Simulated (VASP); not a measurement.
A run of VASP 6.6.1 is set up as follows.

INCAR

```
SYSTEM = SnO2
PREC     = Accurate       ! precision mode
ENCUT    = 520            ! plane-wave cutoff, eV
EDIFF    = 1E-7           ! SCF threshold, eV
ISMEAR   = 0              ! smearing method
SIGMA    = 0.02           ! smearing width, eV
LREAL    = .False.        ! projectors in reciprocal space
LASPH    = .True.         ! aspherical terms in the spheres
NELM     = 60             ! most SCF steps
ALGO     = Normal         ! electronic algorithm
ISIF     = 2              ! what is computed and relaxed
LWAVE    = .False.        ! write WAVECAR
LCHARG   = .False.        ! write CHGCAR
GGA      = PE             ! functional
NBANDS   = 35             ! bands
```

The input KPOINTS:

```
regular mesh
0
Gamma
  6 6 8
  0 0 0
```

Contents of POSCAR:

```
SnO2
1.0
    4.7061856759      0.0000000000      0.0000000000
    0.0000000000      4.7061856759      0.0000000000
    0.0000000000      0.0000000000      3.2026240301
Sn O
2 4
Direct
    0.0000000000      0.0000000000      0.0000000000
    0.5000000000      0.5000000000      0.5000000000
    0.3056031437      0.3056031437      0.0000000000
    0.1943968563      0.8056031437      0.5000000000
    0.6943968563      0.6943968563      0.0000000000
    0.8056031437      0.1943968563      0.5000000000
```

Potentials or basis: VASP PAW PBE potentials, release 64 (Sn_d, O).

Command:

```bash
$ cat potpaw_PBE.64/Sn_d/POTCAR potpaw_PBE.64/O/POTCAR > POTCAR
$ mpirun -np 1 vasp_std > vasp.out
```

(1) Predict the largest force.

(2) Estimate the band gap on the k mesh.

Results:

(1) 0.014 eV/Å.

(2) 1.30 eV.

Caveat: spin-orbit coupling is left out, which moves the levels of the heavy elements.
